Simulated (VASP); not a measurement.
# Hf (P6_3/mmc) in VASP: single point with PBEsol

Aim: the single point of Hf with PBEsol.

Everything below comes from runs of VASP 6.6.1. Logs are shortened: lines on timing, memory, paths and dates and some standing lists are left out, and cuts for length are marked.

## 1. The cell of the first run

Symmetry: P6_3/mmc, No. 194, hexagonal system. Conventional cell: a = 3.160 Å, b = 3.160 Å, c = 4.996 Å, α = 90.00°, β = 90.00°, γ = 120.00°. Hf (site symmetry -6m2) has 12 Hf at 3.09 to 3.16 Å within 4.1 Å.

## 2. Single point, PBEsol

Input file INCAR:

```
SYSTEM = Hf
ALGO     = Fast           ! electronic algorithm
EDIFF    = 1E-6           ! SCF threshold, eV
ENCUT    = 520            ! plane-wave cutoff, eV
GGA      = PS             ! functional
ISIF     = 2              ! what is computed and relaxed
ISMEAR   = 0              ! smearing method
LASPH    = .True.         ! aspherical terms in the spheres
LCHARG   = .False.        ! write CHGCAR
LREAL    = .False.        ! projectors in reciprocal space
LWAVE    = .False.        ! write WAVECAR
NBANDS   = 17             ! bands
NELM     = 100            ! most SCF steps
PREC     = Accurate       ! precision mode
SIGMA    = 0.1            ! smearing width, eV
```

Input file KPOINTS:

```
k-points
0
Gamma
  15 15 8
  0 0 0
```

Input file POSCAR:

```
Hf
1.0
    3.1602335644      0.0000000000      0.0000000000
   -1.5801167822      2.7368425486      0.0000000000
    0.0000000000      0.0000000000      4.9962246985
Hf
2
Direct
    0.3333333333      0.6666666667      0.7500000000
    0.6666666667      0.3333333333      0.2500000000
```

Potentials or basis: VASP PAW PBE potentials, release 64 (Hf_pv).

Launch:

```bash
cat potpaw_PBE.64/Hf_pv/POTCAR > POTCAR
mpirun -np 1 vasp_std > vasp.out
```

OUTCAR:

```text
SYSTEM = Hf
   EDIFF = 1E-6
   ENCUT = 520
   GGA = PS
   ISIF = 2
   ISMEAR = 0
   LASPH = .True.
   LREAL = .False.
   NELM = 100
   PREC = Accurate

 ion  position               nearest neighbor table
   1  0.333  0.667  0.750-   2 3.09   2 3.09   2 3.09   2 3.09   2 3.09   2 3.09
   2  0.667  0.333  0.250-   1 3.09   1 3.09   1 3.09   1 3.09   1 3.09   1 3.09

  LATTYP: Found a hexagonal cell.
 ALAT       =     3.1602335644
 C/A-ratio  =     1.5809669117

  Lattice vectors:

 A1 = (   3.1602335644,   0.0000000000,   0.0000000000)
 A2 = (  -1.5801167822,   2.7368425486,   0.0000000000)
 A3 = (   0.0000000000,   0.0000000000,   4.9962246985)

Analysis of symmetry for initial positions (statically):
=====================================================================
 Subroutine PRICEL returns:
 Original cell was already a primitive cell.

 Routine SETGRP: Setting up the symmetry group for a
 hexagonal supercell.

 Subroutine GETGRP returns: Found 24 space group operations
 (whereof 12 operations were pure point group operations)
 out of a pool of 24 trial point group operations.

The static configuration has the point symmetry D_3d.
 The point group associated with its full space group is D_6h.

Analysis of symmetry for dynamics (positions and initial velocities):
=====================================================================
 Subroutine PRICEL returns:
 Original cell was already a primitive cell.

 Routine SETGRP: Setting up the symmetry group for a
 hexagonal supercell.

 Subroutine GETGRP returns: Found 24 space group operations
 (whereof 12 operations were pure point group operations)
 out of a pool of 24 trial point group operations.

The dynamic configuration has the point symmetry D_3d.
 The point group associated with its full space group is D_6h.

 Subroutine INISYM returns: Found 24 space group operations
 (whereof 12 operations are pure point group operations),
 and found     1 'primitive' translations

----------------------------------------------------------------------------------------

                                     Primitive cell

  volume of cell :      43.2127

  direct lattice vectors                    reciprocal lattice vectors
     3.160233564  0.000000000  0.000000000     0.316432308  0.182692278  0.000000000
    -1.580116782  2.736842549  0.000000000     0.000000000  0.365384556  0.000000000
     0.000000000  0.000000000  4.996224698     0.000000000  0.000000000  0.200151126

  length of vectors
     3.160233564  3.160233564  4.996224698     0.365384556  0.365384556  0.200151126

  position of ions in fractional coordinates (direct lattice)
     0.333333333  0.666666667  0.750000000
     0.666666667  0.333333333  0.250000000

  ion indices of the primitive-cell ions
   primitive index   ion index
                 1           1
                 2           2

----------------------------------------------------------------------------------------

 KPOINTS: k-points

Automatic generation of k-mesh.
 Grid dimensions read from file:
 generate k-points for:   15   15    8

 Generating k-lattice:

  Cartesian coordinates                     Fractional coordinates (reciprocal lattice)
     0.021095487  0.012179485  0.000000000     0.066666667  0.000000000  0.000000000
     0.000000000  0.024358970  0.000000000     0.000000000  0.066666667  0.000000000
     0.000000000  0.000000000  0.025018891     0.000000000  0.000000000  0.125000000

  Length of vectors
     0.024358970  0.024358970  0.025018891

  Shift w.r.t. Gamma in fractional coordinates (k-lattice)
     0.000000000  0.000000000  0.000000000

 Subroutine IBZKPT returns following result:
 ===========================================

 Found    135 irreducible k-points:

 Following reciprocal coordinates:
            Coordinates               Weight
  0.000000  0.000000  0.000000      1.000000
  0.066667  0.000000  0.000000      6.000000
  0.133333  0.000000  0.000000      6.000000
  0.200000 -0.000000  0.000000      6.000000
  0.266667  0.000000  0.000000      6.000000
  0.333333 -0.000000  0.000000      6.000000
[... 16 lines left out ...]
  0.333333  0.200000  0.000000     12.000000
  0.400000  0.200000  0.000000      6.000000
 [... further k-points ...]
   k-points           NKPTS =    135   k-points in BZ     NKDIM =    135   number of bands    NBANDS=     17
   number of dos      NEDOS =    301   number of ions     NIONS =      2
   total plane-waves  NPLWV =  23040
   dimension x,y,z NGX =    24 NGY =   24 NGZ =   40
   dimension x,y,z NGXF=    48 NGYF=   48 NGZF=   80
   ions per type =               2
   NGX,Y,Z   is equivalent  to a cutoff of  12.63, 12.63, 13.31 a.u.
   NGXF,Y,Z  is equivalent  to a cutoff of  25.25, 25.25, 26.62 a.u.
 SYSTEM =  Hf
   PREC   = accura    normal or accurate (medium, high low for compatibility)
   ISTART =      0    job   : 0-new  1-cont  2-samecut
   ICHARG =      2    charge: 1-file 2-atom 10-const
   ISPIN  =      1    spin polarized calculation?
   LNONCOLLINEAR =      F non collinear calculations
   LSORBIT =      F    spin-orbit coupling
   LASPH  =      T    aspherical Exc in radial PAW
   ENCUT  =  520.0 eV  38.22 Ry    6.18 a.u.   5.88  5.88  9.29*2*pi/ulx,y,z
   NELM   =    100;   NELMIN=  2; NELMDL= -5     # of ELM steps
   EDIFF  = 0.1E-05   stopping-criterion for ELM
   LREAL  =      F    real-space projection
   EDIFFG = 0.1E-04   stopping-criterion for IOM
   NSW    =      0    number of steps for IOM
   IBRION =     -1    ionic relax: 0-MD 1-quasi-New 2-CG
   NFREE  =      0    steps in history (QN), initial steepest desc. (CG)
   ISIF   =      2    stress and relaxation
   ISYM   =      2    0-nonsym 1-usesym 2-fastsym
   POTIM  = 0.5000    time-step for ionic-motion
   TEBEG  =    0.0;   TEEND  =   0.0 temperature during run
   PSTRESS=    0.0 pullay stress
   NELECT =      20.0000    total number of electrons
   NUPDOWN=      -1.0000    fix difference up-down
   EMIN   =  10.00;   EMAX   =-10.00  energy-range for DOS
   EFERMI =   0.00;   METHOD = LEGACY
   ISMEAR =     0;   SIGMA  =   0.10  broadening in eV -4-tet -1-fermi 0-gaus
   EFERMI_NEDOS =   21; number of points for ismear=-14 and -15
   IALGO  =     68    algorithm
   IMIX   =      4    mixing-type and parameters
     AMIX     =   0.40;   BMIX     =  1.00
     AMIX_MAG =   1.60;   BMIX_MAG =  1.00
  volume/ion in A,a.u.               =      21.61       145.81
  Fermi-wavevector in a.u.,A,eV,Ry     =   1.266333  2.393022 21.818285  1.603599
  Thomas-Fermi vector in A             =   2.399539
   LORBIT       =      0    0 simple, 1 ext, 2 COOP (PROOUT), +10 PAW based schemes
   GGA     = PS    functional components
   LHFCALC =     F    Hartree Fock is set to
   AEXX    =    0.0000 exact exchange contribution
   IVDW    =     0    specifies the selected vdW correction
   LEPSILON=     F    determine dielectric tensor
   LRPA    =     F    only Hartree local field effects (RPA)
 non-spin polarized calculation
 RMM-DIIS sequential band-by-band and
 Gauss-broadening in eV      SIGMA  =   0.10
  energy-cutoff  :      520.00
  volume of cell :       43.21
 maximum number of plane-waves:      1194
 NGX is ok and might be reduce to    24
   NGX = 11   NGY = 11   NGZ = 19

 number of electron      19.9999996 magnetization

 Free energy of the ion-electron system (eV)
  ---------------------------------------------------
  ext. energy  EPLUGINS =         0.00000000
  ---------------------------------------------------
  free energy    TOTEN  =       -21.01007437 eV

  energy without entropy =      -21.00263125  energy(sigma->0) =      -21.00635281

 E-fermi :   5.0072     XC(G=0): -11.5514

 val. band max:        4.9871692032   @ k =   0.0667   0.0667   0.1250
 cond. band min:       5.0201873611   @ k =   0.0667   0.0000   0.5000
 fundamental gap:      0.0330181579
 Fermi energy:         5.0072036028

 k-point     1 :       0.0000    0.0000    0.0000
  band No.  band energies     occupation
      1     -26.0111      2.00000
      2     -25.1688      2.00000
      3     -25.1688      2.00000
      4     -25.0288      2.00000
      5     -25.0245      2.00000
      6     -25.0245      2.00000
[... 9 lines left out ...]
     16       7.6851      0.00000
     17      10.5144      0.00000

 k-point     2 :       0.0667    0.0000    0.0000
  band No.  band energies     occupation
      1     -25.9981      2.00000
      2     -25.1968      2.00000
      3     -25.1782      2.00000
      4     -25.0542      2.00000
      5     -25.0348      2.00000
      6     -25.0282      2.00000
[... 9 lines left out ...]
     16       7.5482      0.00000
     17      10.7123      0.00000

 k-point     3 :       0.1333    0.0000    0.0000
  band No.  band energies     occupation
      1     -25.9601      2.00000
      2     -25.2761      2.00000
      3     -25.2043      2.00000
      4     -25.1367      2.00000
      5     -25.0528      2.00000
      6     -25.0390      2.00000
[... 9 lines left out ...]
     16       7.5337      0.00000
     17      10.8918      0.00000

 k-point     4 :       0.2000   -0.0000    0.0000
  band No.  band energies     occupation
      1     -25.9004      2.00000
      2     -25.3929      2.00000
      3     -25.2541      2.00000
      4     -25.2413      2.00000
      5     -25.0830      2.00000
      6     -25.0562      2.00000
[... 9 lines left out ...]
     16       8.1307      0.00000
     17      11.1791      0.00000
[... 343 lines left out ...]
      1     -25.6705      2.00000
      2     -25.6384      2.00000
      3     -25.5919      2.00000
      4     -25.3872      2.00000
      5     -25.2461      2.00000
      6     -25.2301      2.00000
[... 9 lines left out ...]
     16      11.1916      0.00000
     17      11.5563      0.00000

 k-point    23 :       0.3333    0.2000    0.0000
  band No.  band energies     occupation
      1     -25.7283      2.00000
      2     -25.5928      2.00000
      3     -25.5653      2.00000
      4     -25.4504      2.00000
      5     -25.3026      2.00000
      6     -25.2602      2.00000
[... 9 lines left out ...]
     16      11.1740      0.00000
     17      12.3142      0.00000

 k-point    24 :       0.4000    0.2000    0.0000
  band No.  band energies     occupation
      1     -25.7484      2.00000
      2     -25.5853      2.00000
      3     -25.5297      2.00000
      4     -25.4810      2.00000
      5     -25.3323      2.00000
      6     -25.2705      2.00000
[... 9 lines left out ...]
     16      11.1674      0.00000
     17      11.6903      0.00000

 [... further k-points ...]

------------------------ aborting loop because EDIFF is reached ----------------------------------------

  FORCE on cell =-STRESS in cart. coord.  units (eV):
  Direction    XX          YY          ZZ          XY          YZ          ZX
  --------------------------------------------------------------------------------------
  -------------------------------------------------------------------------------------
  Total       -0.0863355     -0.0863355     -0.1215884      0.0000000     -0.0000000      0.0000000
  in kB       -3.2010257     -3.2010257     -4.5080815      0.0000000     -0.0000000      0.0000000
  external PRESSURE =      -3.6367109 kB  Pullay stress =       0.0000000 kB

 VOLUME and BASIS-vectors are now :
 -----------------------------------------------------------------------------
  energy-cutoff  :      520.00
  volume of cell :       43.21
      direct lattice vectors                 reciprocal lattice vectors
     3.160233564  0.000000000  0.000000000     0.316432308  0.182692278  0.000000000
    -1.580116782  2.736842549  0.000000000     0.000000000  0.365384556  0.000000000
     0.000000000  0.000000000  4.996224698     0.000000000  0.000000000  0.200151126

 POSITION                                       TOTAL-FORCE (eV/Angst)
 -----------------------------------------------------------------------------------
     -0.00000      1.82456      3.74717         0.000000     -0.000000      0.000000
      1.58012      0.91228      1.24906        -0.000000      0.000000      0.000000
 -----------------------------------------------------------------------------------
    total drift:                               -0.000000      0.000000     -0.000000

  FREE ENERGIE OF THE ION-ELECTRON SYSTEM (eV)
  ---------------------------------------------------
  free  energy   TOTEN  =       -21.0100743726 eV

  energy  without entropy=      -21.0026312517  energy(sigma->0) =      -21.00635281
```

It took 47 s on 1 thread of Intel Xeon Platinum 8488C (Sapphire Rapids), shared host; peak memory 0.21 GiB.

What came out:

```yaml
Free_energy: -21.0101 eV
Pressure: -0.4 GPa
Band_gap_on_the_k_mesh: zero (band 10 reaches 6.17 eV, above the bottom of band 11 at 4.56 eV)
```

Levels at points of the mesh, in eV from the Fermi level:
| k point | band 6 | band 7 | band 8 | band 9 | band 10 | band 11 | band 12 | band 13 | band 14 | band 15 |
| --- | --- | --- | --- | --- | --- | --- | --- | --- | --- | --- |
| (0.00, 0.00, 0.00) | -30.03 | -7.51 | -3.83 | 0.80 | 1.17 | 1.17 | 1.47 | 2.03 | 2.03 | 2.68 |
| (0.00, 0.00, 0.50) | -30.10 | -5.46 | -5.46 | 0.13 | 0.13 | 1.05 | 1.05 | 1.05 | 1.05 | 4.96 |

Caveat: the PAW data sets were made with another functional, which shifts forces and pressure a little; spin-orbit coupling is left out, which moves the levels of the heavy elements.
